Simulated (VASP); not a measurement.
# Zr3F2 (R-3c) in VASP: relaxation of cell and atoms with PBE

Aim: the relaxation of cell and atoms of Zr3F2 with PBE.

Everything below comes from runs of VASP 6.6.1. Logs are shortened: lines on timing, memory, paths and dates and some standing lists are left out, and cuts for length are marked.

## (1) The cell of the first run

The structure is trigonal, space group R-3c (No. 167). The conventional cell has a = 6.556 Å, b = 6.556 Å, c = 14.440 Å, α = 90.00°, β = 90.00°, γ = 120.00°. Within 2.9 Å of Zr (site symmetry 2) lie 2 F at 2.22 Å. Within 2.9 Å of F (site symmetry 3) lie 3 Zr at 2.22 Å and 1 F at 2.77 Å.

## (2) Relaxation of cell and atoms, PBE

Contents of INCAR:

```
SYSTEM = Zr3F2
PREC = Accurate ; ENCUT = 600
EDIFF = 1E-6 ; ISMEAR = 0
SIGMA = 0.1 ; LREAL = .False.
LASPH = .True. ; NELM = 100
ALGO = Normal ; ISIF = 3
LWAVE = .False. ; LCHARG = .False.
GGA = PE ; IBRION = 2
NSW = 100 ; EDIFFG = -0.01
```

Contents of KPOINTS:

```
regular mesh
0
Gamma
  6 6 6
  0 0 0
```

Contents of POSCAR:

```
Zr3F2
1.0
    3.2777812599      1.8924278927      4.8131883600
   -3.2777812599      1.8924278927      4.8131883600
    0.0000000000     -3.7848557854      4.8131883600
Zr F
6 4
Direct
    0.1668959188      0.3331040812      0.7500000000
    0.7500000000      0.1668959188      0.3331040812
    0.3331040812      0.7500000000      0.1668959188
    0.8331040812      0.6668959188      0.2500000000
    0.2500000000      0.8331040812      0.6668959188
    0.6668959188      0.2500000000      0.8331040812
    0.8457762837      0.8457762837      0.8457762837
    0.6542237163      0.6542237163      0.6542237163
    0.1542237163      0.1542237163      0.1542237163
    0.3457762837      0.3457762837      0.3457762837
```

Potentials or basis: VASP PAW PBE potentials, release 64 (Zr_sv, F).

Started as:

```console
cat potpaw_PBE.64/Zr_sv/POTCAR potpaw_PBE.64/F/POTCAR > POTCAR
mpirun -np 1 vasp_std > vasp.out
```

OUTCAR:

```text
SYSTEM = Zr3F2
   PREC = Accurate
   ENCUT = 600
   EDIFF = 1E-6
   ISMEAR = 0
   LREAL = .False.
   LASPH = .True.
   NELM = 100
   ISIF = 3
   GGA = PE
   IBRION = 2
   NSW = 100
   EDIFFG = -0.01

 ion  position               nearest neighbor table
   1  0.167  0.333  0.750-   9 2.22  10 2.22   5 3.11   6 3.11   5 3.11   6 3.11   2 3.41   3 3.41
                             2 3.41   3 3.41   4 3.76   4 3.76
   2  0.750  0.167  0.333-   9 2.22  10 2.22   6 3.11   6 3.11   4 3.11   4 3.11   1 3.41   1 3.41
                             3 3.41   3 3.41   5 3.76   5 3.76
   3  0.333  0.750  0.167-  10 2.22   9 2.22   5 3.11   5 3.11   4 3.11   4 3.11   1 3.41   1 3.41
                             2 3.41   2 3.41   6 3.76   6 3.76
   4  0.833  0.667  0.250-   7 2.22   8 2.22   3 3.11   2 3.11   2 3.11   3 3.11   6 3.41   5 3.41
                             6 3.41   5 3.41   1 3.76   1 3.76
   5  0.250  0.833  0.667-   7 2.22   8 2.22   3 3.11   3 3.11   1 3.11   1 3.11   4 3.41   4 3.41
                             6 3.41   6 3.41   2 3.76   2 3.76
   6  0.667  0.250  0.833-   8 2.22   7 2.22   2 3.11   2 3.11   1 3.11   1 3.11   4 3.41   4 3.41
                             5 3.41   5 3.41   3 3.76   3 3.76
   7  0.846  0.846  0.846-   4 2.22   5 2.22   6 2.22
   8  0.654  0.654  0.654-   4 2.22   6 2.22   5 2.22
   9  0.154  0.154  0.154-   1 2.22   2 2.22   3 2.22
  10  0.346  0.346  0.346-   1 2.22   3 2.22   2 2.22

  LATTYP: Found a trigonal (rhomboedric) cell.
 ALAT       =     6.1230642252
 COS(alpha) =     0.4268711085

  Lattice vectors:

 A1 = (   3.2777812599,   1.8924278927,   4.8131883600)
 A2 = (  -3.2777812599,   1.8924278927,   4.8131883600)
 A3 = (   0.0000000000,  -3.7848557854,   4.8131883600)

Analysis of symmetry for initial positions (statically):
=====================================================================
 Subroutine PRICEL returns:
 Original cell was already a primitive cell.

 Routine SETGRP: Setting up the symmetry group for a
 trigonal (rhombohedral) supercell.

 Subroutine GETGRP returns: Found 12 space group operations
 (whereof  6 operations were pure point group operations)
 out of a pool of 12 trial point group operations.

The static configuration has the point symmetry S_6 .
 The point group associated with its full space group is D_3d.

Analysis of symmetry for dynamics (positions and initial velocities):
=====================================================================
 Subroutine PRICEL returns:
 Original cell was already a primitive cell.

 Routine SETGRP: Setting up the symmetry group for a
 trigonal (rhombohedral) supercell.

 Subroutine GETGRP returns: Found 12 space group operations
 (whereof  6 operations were pure point group operations)
 out of a pool of 12 trial point group operations.

The dynamic configuration has the point symmetry S_6 .
 The point group associated with its full space group is D_3d.

 Subroutine INISYM returns: Found 12 space group operations
 (whereof  6 operations are pure point group operations),
 and found     1 'primitive' translations

----------------------------------------------------------------------------------------

                                     Primitive cell

  volume of cell :     179.1362

  direct lattice vectors                    reciprocal lattice vectors
     3.277781260  1.892427893  4.813188360     0.152542211  0.088070286  0.069254163
    -3.277781260  1.892427893  4.813188360    -0.152542211  0.088070286  0.069254163
     0.000000000 -3.784855785  4.813188360     0.000000000 -0.176140573  0.069254163

  length of vectors
     6.123064225  6.123064225  6.123064225     0.189266058  0.189266058  0.189266058

  position of ions in fractional coordinates (direct lattice)
     0.166895919  0.333104081  0.750000000
     0.750000000  0.166895919  0.333104081
     0.333104081  0.750000000  0.166895919
     0.833104081  0.666895919  0.250000000
     0.250000000  0.833104081  0.666895919
     0.666895919  0.250000000  0.833104081
     0.845776284  0.845776284  0.845776284
     0.654223716  0.654223716  0.654223716
     0.154223716  0.154223716  0.154223716
     0.345776284  0.345776284  0.345776284

  ion indices of the primitive-cell ions
   primitive index   ion index
                 1           1
                 2           2
                 3           3
                 4           4
                 5           5
                 6           6
                 7           7
                 8           8
                 9           9
                10          10

----------------------------------------------------------------------------------------

 KPOINTS: regular mesh

Automatic generation of k-mesh.
 Grid dimensions read from file:
 generate k-points for:    6    6    6

 Generating k-lattice:

  Cartesian coordinates                     Fractional coordinates (reciprocal lattice)
     0.025423702  0.014678381  0.011542361     0.166666667  0.000000000  0.000000000
    -0.025423702  0.014678381  0.011542361     0.000000000  0.166666667  0.000000000
     0.000000000 -0.029356762  0.011542361     0.000000000  0.000000000  0.166666667

  Length of vectors
     0.031544343  0.031544343  0.031544343

  Shift w.r.t. Gamma in fractional coordinates (k-lattice)
     0.000000000  0.000000000  0.000000000

 Subroutine IBZKPT returns following result:
 ===========================================

 Found     32 irreducible k-points:

 Following reciprocal coordinates:
            Coordinates               Weight
  0.000000  0.000000  0.000000      1.000000
  0.166667 -0.000000 -0.000000      6.000000
  0.333333 -0.000000  0.000000      6.000000
  0.500000 -0.000000  0.000000      3.000000
  0.166667  0.166667  0.000000      6.000000
  0.333333  0.166667  0.000000     12.000000
[... 16 lines left out ...]
  0.500000  0.500000  0.166667      6.000000
 -0.333333  0.500000  0.166667     12.000000
 [... further k-points ...]
   k-points           NKPTS =     32   k-points in BZ     NKDIM =     32   number of bands    NBANDS=     60
   number of dos      NEDOS =    301   number of ions     NIONS =     10
   total plane-waves  NPLWV = 125000
   dimension x,y,z NGX =    50 NGY =   50 NGZ =   50
   dimension x,y,z NGXF=   100 NGYF=  100 NGZF=  100
   ions per type =               6   4
   NGX,Y,Z   is equivalent  to a cutoff of  13.58, 13.58, 13.58 a.u.
   NGXF,Y,Z  is equivalent  to a cutoff of  27.15, 27.15, 27.15 a.u.
 SYSTEM =  Zr3F2
   PREC   = accura    normal or accurate (medium, high low for compatibility)
   ISTART =      0    job   : 0-new  1-cont  2-samecut
   ICHARG =      2    charge: 1-file 2-atom 10-const
   ISPIN  =      1    spin polarized calculation?
   LNONCOLLINEAR =      F non collinear calculations
   LSORBIT =      F    spin-orbit coupling
   LASPH  =      T    aspherical Exc in radial PAW
   ENCUT  =  600.0 eV  44.10 Ry    6.64 a.u.  12.23 12.23 12.23*2*pi/ulx,y,z
   NELM   =    100;   NELMIN=  2; NELMDL= -5     # of ELM steps
   EDIFF  = 0.1E-05   stopping-criterion for ELM
   LREAL  =      F    real-space projection
   EDIFFG = -.1E-01   stopping-criterion for IOM
   NSW    =    100    number of steps for IOM
   IBRION =      2    ionic relax: 0-MD 1-quasi-New 2-CG
   NFREE  =      1    steps in history (QN), initial steepest desc. (CG)
   ISIF   =      3    stress and relaxation
   ISYM   =      2    0-nonsym 1-usesym 2-fastsym
   POTIM  = 0.5000    time-step for ionic-motion
   TEBEG  =    0.0;   TEEND  =   0.0 temperature during run
   PSTRESS=    0.0 pullay stress
   NELECT =     100.0000    total number of electrons
   NUPDOWN=      -1.0000    fix difference up-down
   EMIN   =  10.00;   EMAX   =-10.00  energy-range for DOS
   EFERMI =   0.00;   METHOD = LEGACY
   ISMEAR =     0;   SIGMA  =   0.10  broadening in eV -4-tet -1-fermi 0-gaus
   EFERMI_NEDOS =   21; number of points for ismear=-14 and -15
   IALGO  =     38    algorithm
   IMIX   =      4    mixing-type and parameters
     AMIX     =   0.40;   BMIX     =  1.00
     AMIX_MAG =   1.60;   BMIX_MAG =  1.00
  volume/ion in A,a.u.               =      17.91       120.89
  Fermi-wavevector in a.u.,A,eV,Ry     =   1.347970  2.547295 24.722115  1.817024
  Thomas-Fermi vector in A             =   2.475678
   LORBIT       =      0    0 simple, 1 ext, 2 COOP (PROOUT), +10 PAW based schemes
   GGA     = PE    functional components
   LHFCALC =     F    Hartree Fock is set to
   AEXX    =    0.0000 exact exchange contribution
   IVDW    =     0    specifies the selected vdW correction
   LEPSILON=     F    determine dielectric tensor
   LRPA    =     F    only Hartree local field effects (RPA)
 conjugate gradient relaxation of ions
 non-spin polarized calculation
 Gauss-broadening in eV      SIGMA  =   0.10
  energy-cutoff  :      600.00
  volume of cell :      179.14
 maximum number of plane-waves:      6002
 NGX is ok and might be reduce to    50
   NGX = 25   NGY = 25   NGZ = 25

--------------------------------------- Ionic step        1  -------------------------------------------

 number of electron     100.0000011 magnetization

 Free energy of the ion-electron system (eV)
  ---------------------------------------------------
  ext. energy  EPLUGINS =         0.00000000
  ---------------------------------------------------
  free energy    TOTEN  =       -71.25040847 eV

  energy without entropy =      -71.22049865  energy(sigma->0) =      -71.23545356

------------------------ aborting loop because EDIFF is reached ----------------------------------------

  FORCE on cell =-STRESS in cart. coord.  units (eV):
  Direction    XX          YY          ZZ          XY          YZ          ZX
  --------------------------------------------------------------------------------------
  -------------------------------------------------------------------------------------
  Total        0.2180363      0.2180363     -0.0872502      0.0000000     -0.0000000      0.0000000
  in kB        1.9500963      1.9500963     -0.7803570      0.0000000     -0.0000000      0.0000000
  external PRESSURE =       1.0399452 kB  Pullay stress =       0.0000000 kB
[... 117 lines left out ...]
  energy  without entropy=      -71.2205425658  energy(sigma->0) =      -71.23567759

--------------------------------------- Ionic step        4  -------------------------------------------

 number of electron     100.0000011 magnetization

 Free energy of the ion-electron system (eV)
  ---------------------------------------------------
  ext. energy  EPLUGINS =         0.00000000
  ---------------------------------------------------
  free energy    TOTEN  =       -71.25111076 eV

  energy without entropy =      -71.22066217  energy(sigma->0) =      -71.23588646

 E-fermi :   8.0071     XC(G=0): -10.7730

 val. band max:        7.9977912501   @ k =   0.0000   0.0000   0.0000
 cond. band min:       8.0355699526   @ k =   0.1667  -0.0000  -0.0000
 fundamental gap:      0.0377787025
 Fermi energy:         8.0071198258

 k-point     1 :       0.0000    0.0000    0.0000
  band No.  band energies     occupation
      1     -41.3232      2.00000
      2     -41.2452      2.00000
      3     -41.2452      2.00000
      4     -41.1871      2.00000
      5     -41.1870      2.00000
      6     -41.1870      2.00000
[... 1501 lines left out ...]
     59       9.9185      0.00000
     60      10.0844      0.00000

 [... further k-points ...]

------------------------ aborting loop because EDIFF is reached ----------------------------------------

  FORCE on cell =-STRESS in cart. coord.  units (eV):
  Direction    XX          YY          ZZ          XY          YZ          ZX
  --------------------------------------------------------------------------------------
  -------------------------------------------------------------------------------------
  Total       -0.0780953     -0.0780953     -0.0537015      0.0000000     -0.0000000      0.0000000
  in kB       -0.6982653     -0.6982653     -0.4801555      0.0000000     -0.0000000      0.0000000
  external PRESSURE =      -0.6255621 kB  Pullay stress =       0.0000000 kB
[... 25 lines left out ...]
  FREE ENERGIE OF THE ION-ELECTRON SYSTEM (eV)
  ---------------------------------------------------
  free  energy   TOTEN  =       -71.2511107583 eV

  energy  without entropy=      -71.2206621685  energy(sigma->0) =      -71.23588646

 reached required accuracy - stopping structural energy minimisation
```

Run time: 15 min. Hardware: 1 thread of Intel Xeon Platinum 8488C (Sapphire Rapids), shared host; peak memory 0.55 GiB.

Results:

```
Free energy                           : -71.2511 eV
Relaxed volume                        : 17.92 Å³/atom
Relaxed cell                          : a = 6.119 Å, b = 6.119 Å, c = 6.119 Å, α = 64.85°, β = 64.85°, γ = 64.85°
Space group after relaxing (to 0.1 Å) : R-3c (No. 167)
Energy gained by relaxing             : 0.1 meV/atom
Ionic steps                           : 4
Pressure after relaxing               : -0.1 GPa
Largest force after relaxing          : 0.010 eV/Å
Band gap on the k mesh                : zero (bands 50 and 51 overlap by 0.42 eV)
```

Forces in eV/Å, atoms in the order of the input:
```
Zr  -0.010  0.000  0.000
Zr   0.005 -0.008  0.000
Zr   0.005  0.008  0.000
Zr   0.010  0.000  0.000
Zr  -0.005  0.008  0.000
Zr  -0.005 -0.008  0.000
F    0.000  0.000 -0.008
F    0.000  0.000  0.008
F    0.000  0.000  0.008
F    0.000  0.000 -0.008
```

Step by step:
```csv
step,energy change (eV),largest force (eV/Å),pressure (GPa),volume (Å³)
1,0.0000,0.0313,0.10,179.14
2,-0.0004,0.0144,-0.14,179.44
3,-0.0004,0.0150,-0.14,179.43
4,-0.0007,0.0096,-0.06,179.19
```

Final structure:
```xyz
10
Lattice="3.2810 1.8943 4.8052 -3.2810 1.8943 4.8052 0.0000 -3.7886 4.8052" Properties=species:S:1:pos:R:3 pbc="T T T"
Zr   -0.5483   -1.8943    6.0065
Zr    1.9147    0.4723    6.0065
Zr   -1.3664    1.4220    6.0065
Zr    0.5483    1.8943    8.4091
Zr   -1.9146   -0.4723    8.4091
Zr    1.3664   -1.4220    8.4091
F     0.0000    0.0000   12.1908
F     0.0000    0.0000    9.4325
F     0.0000    0.0000    2.2248
F     0.0000    0.0000    4.9830
```

Levels at points of the mesh, in eV from the Fermi level:
```tsv
k point	band 46	band 47	band 48	band 49	band 50	band 51	band 52	band 53	band 54	band 55
(0.00, 0.00, 0.00)	-1.31	-1.27	-0.92	-0.92	-0.01	0.67	0.67	1.04	1.69	1.69
(0.50, 0.00, 0.00)	-1.10	-0.54	-0.54	-0.25	-0.25	0.41	0.41	0.99	0.99	1.15
(0.50, 0.50, 0.00)	-1.05	-0.88	-0.25	-0.22	-0.16	0.10	0.39	0.74	1.00	1.15
(0.50, 0.50, 0.50)	-1.11	-0.87	-0.87	-0.10	-0.10	-0.10	-0.10	1.13	1.13	1.28
```

The gap in the log of VASP goes by the Fermi energy; the results here count the filled bands.